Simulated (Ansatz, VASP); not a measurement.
One calculation of Sr, two programs

Contents of INCAR:

```
SYSTEM = Sr
PREC     = Accurate       ! precision mode
ENCUT    = 600            ! plane-wave cutoff, eV
EDIFF    = 1E-6           ! SCF threshold, eV
ISMEAR   = -1             ! smearing method
SIGMA    = 0.1            ! smearing width, eV
LREAL    = .False.        ! projectors in reciprocal space
LASPH    = .True.         ! aspherical terms in the spheres
NELM     = 60             ! most SCF steps
ALGO     = Normal         ! electronic algorithm
ISIF     = 3              ! what is computed and relaxed
LWAVE    = .False.        ! write WAVECAR
LCHARG   = .False.        ! write CHGCAR
GGA      = RP             ! functional
IBRION   = 2              ! ionic algorithm
NSW      = 80             ! ionic steps
EDIFFG   = -0.01          ! ionic threshold
```

Contents of KPOINTS:

```
Automatic mesh
0
Gamma
  6 6 8
  0 0 0
```

File POSCAR:

```
Sr
1.0
    6.8275133244      0.0000000000      0.0000000000
   -3.4137566622      5.9127999836      0.0000000000
    0.0000000000      0.0000000000      4.1852656678
Sr
3
Direct
    0.0000000000      0.0000000000      0.0000000000
    0.3333333333      0.6666666667      0.5000000000
    0.6666666667      0.3333333333      0.5000000000
```

Input for Ansatz:

```yaml
crystal:
  lattice:
    - [6.8275133244, 0.0, 0.0]
    - [-3.4137566622, 5.9127999836, 0.0]
    - [0.0, 0.0, 4.1852656678]
  atoms:
    - { symbol: Sr, position: [0.0, 0.0, 0.0] }
    - { symbol: Sr, position: [0.3333333333, 0.6666666667, 0.5] }
    - { symbol: Sr, position: [0.6666666667, 0.3333333333, 0.5] }
hamiltonian:
  xc: rpbe
  pseudopotentials:
    kind: paw
    azcp:
      Sr: "pseudopotentials/Sr.paw.azcp"
basis:
  ecutwfc: 420
  fft_grid_basis: typed
kpoints:
  mp_grid: { grid: [6, 6, 8], shift: [0, 0, 0] }
magnetization:
  spin_polarized: false
scf:
  occupations: { method: fermi_dirac, width: 0.1 }
relax:
  max_steps: 60
  f_tol: 0.01
  cell: {}
```

Alike in both runs: task relaxation of cell and atoms; functional RPBE; k mesh 6 × 6 × 8; occupations fermi-dirac, width 0.1 eV; no spin polarisation.

|  | VASP | Ansatz |
| --- | --- | --- |
| version | VASP 6.6.1 | Ansatz 0.2.0 |
| potentials or method | VASP PAW PBE potentials, release 64 (Sr_sv), cutoff 600 eV | plane waves (420 eV) with PAW, scalar-relativistic |
| valence electrons in the cell | 30 | 30 |

Ansatz gave:

- relaxed volume (Å³/atom): 58.99
- relaxed length of the cell vector where the two differ most in proportion (Å): 6.985

Which values does VASP return?

Relaxed volume (Å³/atom): 59.14; relaxed length of the cell vector where the two differ most in proportion (Å): 6.992.

VASP's potentials were made for PBE, not for RPBE.
